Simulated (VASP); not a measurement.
Set up this calculation in VASP 6.6.1, as the native input.

| Item | Value |
| --- | --- |
| Task | single point |
| Functional | r2SCAN |
| Potentials or basis | VASP PAW PBE potentials, release 64 (Lu, B, Ru_pv) |
| Cutoff | 520 eV |
| k mesh | 7 × 7 × 10 |
| Occupations | fermi-dirac, width 0.1 eV |
| Spin | no spin polarisation |
| Dipole correction | no |
| Further INCAR settings | ALGO = Normal; EDIFF = 1e-07; NBANDS = 46 |

Crystal: LuB2Ru3.

```
Lu B Ru
1.0
     5.44284    0.00000    0.00000
    -2.72142    4.71363    0.00000
     0.00000    0.00000    3.00938
Lu B Ru
1 2 3
Direct
  0.00000 0.00000 0.00000
  0.33333 0.66667 0.00000
  0.66667 0.33333 0.00000
  0.50000 0.00000 0.50000
  0.50000 0.50000 0.50000
  0.00000 0.50000 0.50000
```

These files were run (other wordings do the same):

POSCAR

```
LuB2Ru3
1.0
    5.4428358156      0.0000000000      0.0000000000
   -2.7214179078      4.7136340849      0.0000000000
    0.0000000000      0.0000000000      3.0093839652
Lu B Ru
1 2 3
Direct
    0.0000000000      0.0000000000      0.0000000000
    0.3333333333      0.6666666667      0.0000000000
    0.6666666667      0.3333333333      0.0000000000
    0.5000000000      0.0000000000      0.5000000000
    0.5000000000      0.5000000000      0.5000000000
    0.0000000000      0.5000000000      0.5000000000
```

INCAR.step1

```
ALGO = Normal
EDIFF = 1E-4
ENCUT = 520
GGA = PE
ISMEAR = -1
LASPH = True
LCHARG = False
LREAL = False
LWAVE = True
NBANDS = 46
NELM = 80
PREC = Accurate
SIGMA = 0.1
```

INCAR.step2

```
ALGO = Normal
EDIFF = 1E-7
ENCUT = 520
ISIF = 2
ISMEAR = -1
ISTART = 1
LASPH = True
LCHARG = False
LMIXTAU = True
LREAL = False
LWAVE = False
METAGGA = R2SCAN
NBANDS = 46
NELM = 80
PREC = Accurate
SIGMA = 0.1
```

KPOINTS

```
k-points
0
Gamma
  7 7 10
```

Potentials or basis: VASP PAW PBE potentials, release 64 (Lu, B, Ru_pv).

Command:

```bash
$ cat potpaw_PBE.64/Lu/POTCAR potpaw_PBE.64/B/POTCAR potpaw_PBE.64/Ru_pv/POTCAR > POTCAR
$ cp INCAR.step1 INCAR
$ mpirun -np 1 vasp_std > vasp.out
$ cp INCAR.step2 INCAR
$ mpirun -np 1 vasp_std > vasp.out
```

It gave:

```
Pressure : 0.5 GPa
```

Caveat: the PAW data sets were made with another functional, which shifts forces and pressure a little.

Wall time 12 min on 1 thread of Intel Xeon 6975P-C (shared host), peak memory 0.32 GiB.
